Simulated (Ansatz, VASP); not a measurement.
## One calculation of AlRu, two programs

File INCAR:

```
  PREC = Accurate
  ENCUT = 520
  EDIFF = 1E-6
  ISMEAR = -1
  SIGMA = 0.08
  LREAL = False
  LASPH = True
  NELM = 100
  ALGO = Normal
  ISIF = 2
  LWAVE = False
  LCHARG = False
  GGA = PE
  NBANDS = 25
```

File KPOINTS:

```
regular mesh
0
Gamma
  11 11 6
```

The input POSCAR:

```
AlRu
1.0
    2.8938585491      0.0000000000      0.0000000000
   -1.4469292746      2.5061550185      0.0000000000
    0.0000000000      0.0000000000      7.7926534022
Ru Al
2 2
Direct
    0.0000000000      0.0000000000      0.0000000000
    0.0000000000      0.0000000000      0.5000000000
    0.3333333333      0.6666666667      0.2500000000
    0.6666666667      0.3333333333      0.7500000000
```

Input for Ansatz:

```yaml
crystal:
  lattice:
    - [2.8938585491, 0.0, 0.0]
    - [-1.4469292746, 2.5061550185, 0.0]
    - [0.0, 0.0, 7.7926534022]
  atoms:
    - { symbol: Ru, position: [0.0, 0.0, 0.0] }
    - { symbol: Ru, position: [0.0, 0.0, 0.5] }
    - { symbol: Al, position: [0.3333333333, 0.6666666667, 0.25] }
    - { symbol: Al, position: [0.6666666667, 0.3333333333, 0.75] }
kpoints:
  mp_grid: { grid: [11, 11, 6] }
scf:
  occupations: { method: fermi_dirac, width: 0.08 }
hamiltonian:
  xc: pbe
  pseudopotentials: { kind: nc }
output:
  forces: true
  stress: true
  eigenvalues: true
```

Change from the starting cell: volume scaled by 1, norm-conserving files.

Alike in both runs: task single point; functional PBE; k mesh 11 × 11 × 6; occupations fermi-dirac, width 0.08 eV; no spin polarisation.

|  | VASP | Ansatz |
| --- | --- | --- |
| version | VASP 6.6.1 | Ansatz 0.2.0 |
| potentials or method | VASP PAW PBE potentials, release 64 (Ru_pv, Al) | scalar-relativistic |
| plane-wave cutoff (eV) | 520 | 1143 |
| valence electrons in the cell | 34 | 38 |

VASP gave:

| Property | Result |
| --- | --- |
| pressure (GPa) | -0.1 |
| traceless stress, the component that is largest in VASP (GPa) | 0.01 |

What did Ansatz give for the same quantities?

Pressure (GPa): 0.0; traceless stress, the component that is largest in VASP (GPa): 0.07.

The functional is the same, so the differences come from potentials, cutoffs and numerics. VASP's potentials hold 34 valence electrons a cell and Ansatz's 38, so a difference there can come from the potentials and not from the codes.
